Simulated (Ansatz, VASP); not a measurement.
# Two plane-wave programs on Pb

File INCAR:

```
PREC = Accurate
ENCUT = 600
EDIFF = 1E-7
ISMEAR = 0
SIGMA = 0.1
LREAL = F
LASPH = T
NELM = 80
ALGO = Fast
ISIF = 3
LWAVE = F
LCHARG = F
GGA = PE
IBRION = 2
NSW = 80
EDIFFG = -0.01
```

File KPOINTS:

```
regular mesh
0
Gamma
  12 12 8
```

File POSCAR:

```
Pb
1.0
    3.6166192102      0.0000000000      0.0000000000
   -1.8083096051      3.1320841118      0.0000000000
    0.0000000000      0.0000000000      5.6298235342
Pb
2
Direct
    0.3333333333      0.6666666667      0.2500000000
    0.6666666667      0.3333333333      0.7500000000
```

Input for Ansatz:

```yaml
crystal:
  lattice:
    - [3.6166192102, 0.0, 0.0]
    - [-1.8083096051, 3.1320841118, 0.0]
    - [0.0, 0.0, 5.6298235342]
  atoms:
    - { symbol: Pb, position: [0.3333333333, 0.6666666667, 0.25] }
    - { symbol: Pb, position: [0.6666666667, 0.3333333333, 0.75] }
basis:
  ecutwfc: 420
kpoints:
  mp_grid: { grid: [12, 12, 8] }
hamiltonian:
  xc: pbe
scf:
  occupations: { method: gaussian, width: 0.1 }
output:
  forces: true
  stress: true
  eigenvalues: true
relax:
  adjacent_minimum: "off"
  f_tol: 0.01
  max_steps: 60
  cell: { stress_tol: 0.1 }
```

Alike in both runs: task relaxation of cell and atoms; functional PBE; k mesh 12 × 12 × 8; occupations gaussian, width 0.1 eV; no spin polarisation.

|  | VASP | Ansatz |
| --- | --- | --- |
| version | VASP 6.6.1 | Ansatz 0.2.0 |
| potentials or method | VASP PAW PBE potentials, release 64 (Pb_d), cutoff 600 eV | scalar-relativistic, plane waves, PAW |
| valence electrons in the cell | 28 | 28 |

```tsv
	VASP	Ansatz	Ansatz less VASP
gap on the k mesh at the Fermi level, each at its own relaxed structure (eV)	none	none	-
relaxed volume (Å³/atom)	31.92	31.93	+0.004
relaxed cell length with the largest relative difference (Å)	5.894	5.892	-0.0024
```

A gap of «none» marks a metal or a gap that the smearing closes.

Spin-orbit coupling is off throughout.
